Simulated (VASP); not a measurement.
Input of a VASP 6.6.1 run:

File INCAR:

```
SYSTEM = TiB2
PREC = Accurate
ENCUT = 500
EDIFF = 1E-6
ISMEAR = 0
SIGMA = 0.1
LREAL = .FALSE.
LASPH = .TRUE.
NELM = 120
ALGO = Normal
ISIF = 2
LWAVE = .FALSE.
LCHARG = .FALSE.
GGA = PE
NBANDS = 16
GGA_COMPAT = .FALSE.
```

File KPOINTS:

```
Automatic mesh
0
G
  9 9 6
  0 0 0
```

Contents of POSCAR:

```
TiB2
1.0
    3.0200000000      0.0000000000      0.0000000000
   -1.5100000000      2.6153967000      0.0000000000
    0.0000000000      0.0000000000      3.2000000000
Ti B
1 2
Direct
    0.0000000000      0.0000000000      0.0000000000
    0.3333333000      0.6666667000      0.5000000000
    0.6666667000      0.3333333000      0.5000000000
```

Potentials or basis: VASP PAW PBE potentials, release 64 (Ti_sv, B).

Command:

```sh
$ cat potpaw_PBE.64/Ti_sv/POTCAR potpaw_PBE.64/B/POTCAR > POTCAR
$ mpirun -np 1 vasp_std > vasp.out
```

Q: Estimate the pressure.

A: 4.2 GPa.

Q: What does it give for the band gap on the k mesh?

A: Zero (bands 9 and 10 overlap by 0.38 eV).

Stress tensor (GPa, compression positive):
```
4.12 0.00 0.00
0.00 4.12 0.00
0.00 0.00 4.24
```

Caveat: the cell stands under pressure.
